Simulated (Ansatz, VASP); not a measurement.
# GaP: VASP beside Ansatz

The input INCAR:

```
SYSTEM = GaP
  PREC = Accurate
  ENCUT = 520
  EDIFF = 1E-8
  ISMEAR = -1
  SIGMA = 0.05
  LREAL = .False.
  LASPH = .True.
  NELM = 80
  ALGO = Normal
  ISIF = 2
  LWAVE = .False.
  LCHARG = .False.
  GGA = PE
  LEFG = .True.
  NBANDS = 16
```

KPOINTS

```
regular mesh
0
Gamma
  10 10 10
  0 0 0
```

Contents of POSCAR:

```
GaP
1.0
    0.0000000000      2.7252500000      2.6707450000
    2.7252500000      0.0000000000      2.6707450000
    2.7252500000      2.7252500000      0.0000000000
Ga P
1 1
Direct
    0.0000000000      0.0000000000      0.0000000000
    0.7500000000      0.7500000000      0.7500000000
```

Input for Ansatz:

```yaml
crystal:
  lattice:
    - [0.0, 2.72525, 2.670745]
    - [2.72525, 0.0, 2.670745]
    - [2.72525, 2.72525, 0.0]
  atoms:
    - { symbol: Ga, position: [0.0, 0.0, 0.0] }
    - { symbol: P, position: [0.75, 0.75, 0.75] }
kpoints:
  mp_grid: { grid: [10, 10, 10] }
scf:
  occupations: { method: fermi_dirac, width: 0.05 }
hamiltonian:
  xc: pbe
  pseudopotentials: { kind: paw }
output:
  forces: true
  stress: true
  eigenvalues: true
  efg: { contact_densities: true }
```

Change from the starting cell: zz strain of -2 %, PAW files.

Alike in both runs: task electric field gradients; functional PBE; k mesh 10 × 10 × 10; occupations fermi-dirac, width 0.05 eV; no spin polarisation.

|  | VASP | Ansatz |
| --- | --- | --- |
| version | VASP 6.6.1 | Ansatz 0.2.0 |
| potentials or method | VASP PAW PBE potentials, release 64 (Ga_d, P) | PAW with Ansatz's default frozen-core files, scalar-relativistic |
| plane-wave cutoff (eV) | 520 | 420 |
| valence electrons in the cell | 18 | 18 |

|  | VASP | Ansatz | Ansatz less VASP |
| --- | --- | --- | --- |
| pressure (GPa) | 4.3 | 4.4 | +0.04 |
| traceless stress, the component that is largest in VASP (GPa) | 0.95 | 0.95 | -0.003 |
| size of Vzz on the site where it differs most (V/Å²) | 3.6 | 4.1 | +0.57 |
